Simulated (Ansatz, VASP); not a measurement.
**One calculation of Be3SnSe, two programs**

File INCAR:

```
PREC = Accurate
ENCUT = 520
EDIFF = 1E-7
ISMEAR = -1
SIGMA = 0.15
LREAL = False
LASPH = True
NELM = 100
ALGO = Normal
ISIF = 2
LWAVE = False
LCHARG = False
NBANDS = 21
```

File KPOINTS:

```
Automatic mesh
0
Gamma
  8 8 8
```

The input POSCAR:

```
Be3SnSe
1.0
    4.2976000000      0.0000000000      0.0000000000
    0.0000000000      4.2976000000      0.0000000000
    0.0000000000      0.0000000000      4.2976000000
Sn Se Be
1 1 3
Direct
    0.0000000000      0.0000000000      0.0000000000
    0.5000000000      0.5000000000      0.5000000000
    0.5000000000      0.5000000000      0.0000000000
    0.5000000000      0.0000000000      0.5000000000
    0.0000000000      0.5000000000      0.5000000000
```

Input for Ansatz:

```yaml
crystal:
  lattice:
    - [4.2976, 0.0, 0.0]
    - [0.0, 4.2976, 0.0]
    - [0.0, 0.0, 4.2976]
  atoms:
    - { symbol: Sn, position: [0.0, 0.0, 0.0] }
    - { symbol: Se, position: [0.5, 0.5, 0.5] }
    - { symbol: Be, position: [0.5, 0.5, 0.0] }
    - { symbol: Be, position: [0.5, 0.0, 0.5] }
    - { symbol: Be, position: [0.0, 0.5, 0.5] }
basis:
  ecutwfc: 420
kpoints:
  mp_grid: { grid: [8, 8, 8] }
hamiltonian:
  xc: lda
scf:
  occupations: { method: fermi_dirac, width: 0.15 }
output:
  forces: true
  stress: true
  eigenvalues: true
  write_density: true
  write_potential: true
  elf: true
  volumetric_format: npy
```

Alike in both runs: task single point; functional LDA; k mesh 8 × 8 × 8; occupations fermi-dirac, width 0.15 eV; no spin polarisation.

|  | VASP | Ansatz |
| --- | --- | --- |
| version | VASP 6.6.1 | Ansatz 0.2.0 |
| potentials or method | VASP PAW LDA potentials, release 64 (Sn_d, Se, Be), cutoff 520 eV | scalar-relativistic, plane waves, PAW |
| valence electrons in the cell | 26 | 36 |

```csv
,VASP,Ansatz,Ansatz less VASP
gap on the k mesh at the Fermi level (eV),none,none,-
pressure (GPa),1.1,0.9,-0.21
```

LDA's correlation is that of Perdew and Zunger in VASP and of Perdew and Wang (1992) in Ansatz. A gap of «none» marks a metal or a gap that the smearing closes. VASP's potentials hold 26 valence electrons a cell and Ansatz's 36, so a difference there can come from the potentials and not from the codes.
